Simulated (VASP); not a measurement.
# Cd (Fd-3m) in VASP: further runs, part 2 of 2

VASP 6.6.1. The steps go on from the part before.

## Step 3: Single point, revPBE (volume scaled by 0.92)

INCAR reads:

```
PREC = Accurate
ENCUT = 520
EDIFF = 1E-6
ISMEAR = -1
SIGMA = 0.1
LREAL = False
LASPH = True
NELM = 80
ALGO = Normal
ISIF = 2
LWAVE = False
LCHARG = True
GGA = RE
LELF = True
LVHAR = True
NBANDS = 19
```

KPOINTS reads:

```
Automatic mesh
0
Gamma
  9 9 9
```

POSCAR reads:

```
Cd
1.0
    0.0000000000      3.3409837393      3.3409837393
    3.3409837393      0.0000000000      3.3409837393
    3.3409837393      3.3409837393      0.0000000000
Cd
2
Direct
    0.1250000000      0.1250000000      0.1250000000
    0.8750000000      0.8750000000      0.8750000000
```

Potentials or basis: VASP PAW PBE potentials, release 64 (Cd).

Launch:

```sh
cat potpaw_PBE.64/Cd/POTCAR > POTCAR
mpirun -np 1 vasp_std > vasp.out
```

Run time: 42 s. Hardware: 1 thread of Intel Xeon Platinum 8175M at 2.50GHz (Skylake/Cascade Lake), shared host; peak memory 0.21 GiB.

The run converged. Its results:

- Free energy: -0.3163 eV
- Pressure: 1.2 GPa
- Band gap on the k mesh: zero (band 12 reaches 4.49 eV, above the bottom of band 13 at -0.14 eV)

Levels at points of the mesh, in eV from the Fermi level:
| k point | band 9 | band 10 | band 11 | band 12 | band 13 | band 14 | band 15 | band 16 |
| --- | --- | --- | --- | --- | --- | --- | --- | --- |
| (0.00, 0.00, 0.00) | -8.36 | -8.36 | -6.30 | 4.24 | 4.24 | 4.24 | 4.80 | 5.46 |

Caveat: the PAW data sets were made with another functional, which shifts forces and pressure a little.

## Step 4: Single point, revPBE (volume scaled by 0.96)

INCAR reads:

```
SYSTEM = Cd
PREC = Accurate
ENCUT = 520
EDIFF = 1E-6
ISMEAR = -1
SIGMA = 0.1
LREAL = .FALSE.
LASPH = .TRUE.
NELM = 80
ALGO = Normal
ISIF = 2
LWAVE = .FALSE.
LCHARG = .TRUE.
GGA = RE
LELF = .TRUE.
LVHAR = .TRUE.
NBANDS = 19
```

KPOINTS reads:

```
regular mesh
0
G
  9 9 9
  0 0 0
```

POSCAR reads:

```
Cd
1.0
    0.0000000000      3.3887185276      3.3887185276
    3.3887185276      0.0000000000      3.3887185276
    3.3887185276      3.3887185276      0.0000000000
Cd
2
Direct
    0.1250000000      0.1250000000      0.1250000000
    0.8750000000      0.8750000000      0.8750000000
```

Potentials or basis: VASP PAW PBE potentials, release 64 (Cd).

Launch:

```sh
cat potpaw_PBE.64/Cd/POTCAR > POTCAR
mpirun -np 1 vasp_std > vasp.out
```

OUTCAR:

```text
SYSTEM = Cd
   PREC = Accurate
   ENCUT = 520
   EDIFF = 1E-6
   ISMEAR = -1
   LREAL = .FALSE.
   LASPH = .TRUE.
   NELM = 80
   ISIF = 2
   GGA = RE

 ion  position               nearest neighbor table
   1  0.125  0.125  0.125-   2 2.93   2 2.93   2 2.93   2 2.93
   2  0.875  0.875  0.875-   1 2.93   1 2.93   1 2.93   1 2.93

  LATTYP: Found a face centered cubic cell.
 ALAT       =     6.7774370552

  Lattice vectors:

 A1 = (   0.0000000000,   3.3887185276,   3.3887185276)
[... 190 lines left out ...]
      4      -8.9564      2.00000
      5      -8.9564      2.00000
      6      -8.3756      2.00000
[... 505 lines left out ...]
      6      -8.5360      2.00000
[... 11 lines left out ...]
     18      10.8674      0.00000
     19      11.7163      0.00000

 [... further k-points ...]
[... 5 lines left out ...]
  --------------------------------------------------------------------------------------
  -------------------------------------------------------------------------------------
  Total        0.2722466      0.2722466      0.2722466     -0.0000000      0.0000000      0.0000000
  in kB        5.6044966      5.6044966      5.6044966     -0.0000000      0.0000000      0.0000000
  external PRESSURE =       5.6044966 kB  Pullay stress =       0.0000000 kB

 VOLUME and BASIS-vectors are now :
 -----------------------------------------------------------------------------
  energy-cutoff  :      520.00
  volume of cell :       77.83
      direct lattice vectors                 reciprocal lattice vectors
     0.000000000  3.388718528  3.388718528    -0.147548401  0.147548401  0.147548401
     3.388718528  0.000000000  3.388718528     0.147548401 -0.147548401  0.147548401
     3.388718528  3.388718528  0.000000000     0.147548401  0.147548401 -0.147548401

 POSITION                                       TOTAL-FORCE (eV/Angst)
 -----------------------------------------------------------------------------------
      0.84718      0.84718      0.84718        -0.000000     -0.000000     -0.000000
      5.93026      5.93026      5.93026         0.000000      0.000000      0.000000
 -----------------------------------------------------------------------------------
    total drift:                                0.000000      0.000000      0.000000

  FREE ENERGIE OF THE ION-ELECTRON SYSTEM (eV)
  ---------------------------------------------------
  free  energy   TOTEN  =        -0.3333512008 eV

  energy  without entropy=       -0.2912261926  energy(sigma->0) =       -0.31228870
```

OSZICAR:

```text
N       E                     dE             d eps       ncg     rms          rms(c)
DAV:   1     0.155387253680E+03    0.15539E+03   -0.11931E+04  1330   0.114E+03
DAV:   2     0.381976214429E+01   -0.15157E+03   -0.14753E+03  1381   0.302E+02
DAV:   3    -0.344298025281E+00   -0.41641E+01   -0.41551E+01  1507   0.556E+01
DAV:   4    -0.354466096441E+00   -0.10168E-01   -0.10167E-01  1473   0.284E+00
DAV:   5    -0.354531683957E+00   -0.65588E-04   -0.65587E-04  1457   0.190E-01    0.198E+00
DAV:   6    -0.330712290861E+00    0.23819E-01   -0.81415E-02  1467   0.278E+00    0.172E+00
DAV:   7    -0.331821110226E+00   -0.11088E-02   -0.10578E-02  1381   0.773E-01    0.876E-01
DAV:   8    -0.333144019129E+00   -0.13229E-02   -0.22539E-03  1396   0.440E-01    0.440E-02
DAV:   9    -0.333320304501E+00   -0.17629E-03   -0.17345E-04  1444   0.745E-02    0.199E-02
DAV:  10    -0.333347510743E+00   -0.27206E-04   -0.41516E-05  1431   0.387E-02    0.358E-03
DAV:  11    -0.333350923847E+00   -0.34131E-05   -0.11728E-05  1143   0.147E-02    0.381E-03
DAV:  12    -0.333351200786E+00   -0.27694E-06   -0.17350E-07   907   0.348E-03
   1 F= -.33335120E+00 E0= -.31228870E+00  d E =-.421250E-01
```

stdout:

```text
POSCAR found type information on POSCAR Cd
 POSCAR found :  1 types and       2 ions
 scaLAPACK will be used
 -----------------------------------------------------------------------------
|                                                                             |
|                                                                             |
|     You enforced a specific xc type in the INCAR file but a different       |
|     I HOPE YOU KNOW WHAT YOU ARE DOING!                                     |
|                                                                             |
 -----------------------------------------------------------------------------

 LDA part: xc-table for (Slater+PW92), standard interpolation
 POSCAR, INCAR and KPOINTS ok, starting setup
 FFT: planning ... GRIDC
 FFT: planning ... GRID_SOFT
 FFT: planning ... GRID
 WAVECAR not read
 entering main loop
```

Run time: 40 s. Hardware: 1 thread of Intel Xeon Platinum 8175M at 2.50GHz (Skylake/Cascade Lake), shared host; peak memory 0.21 GiB.

Results:

| Quantity | Value |
| --- | --- |
| Free energy | -0.3334 eV |
| Pressure | 0.6 GPa |
| Band gap on the k mesh | zero (band 12 reaches 4.18 eV, above the bottom of band 13 at -0.22 eV) |

Caveat: the PAW data sets were made with another functional, which shifts forces and pressure a little.

## Step 5: The runs side by side

```tsv
cell	gap on the mesh (eV)	pressure (GPa)
a = 4.655 Å, angles 60.0°, 2 atoms	none	2.0
a = 4.725 Å, angles 60.0°, 2 atoms	none	1.2
a = 4.792 Å, angles 60.0°, 2 atoms	none	0.6
```

Alike in all rows: task single point; level revPBE; potentials or basis VASP PAW PBE potentials, release 64 (Cd); no spin polarisation; k mesh 9 × 9 × 9; cutoff (eV) 520; smearing fermi-dirac 0.1 eV.

Caveats: the PAW data sets were made with another functional, which shifts forces and pressure a little.

Total energies depend on the potentials used, so only differences within one code and one set of settings carry meaning.
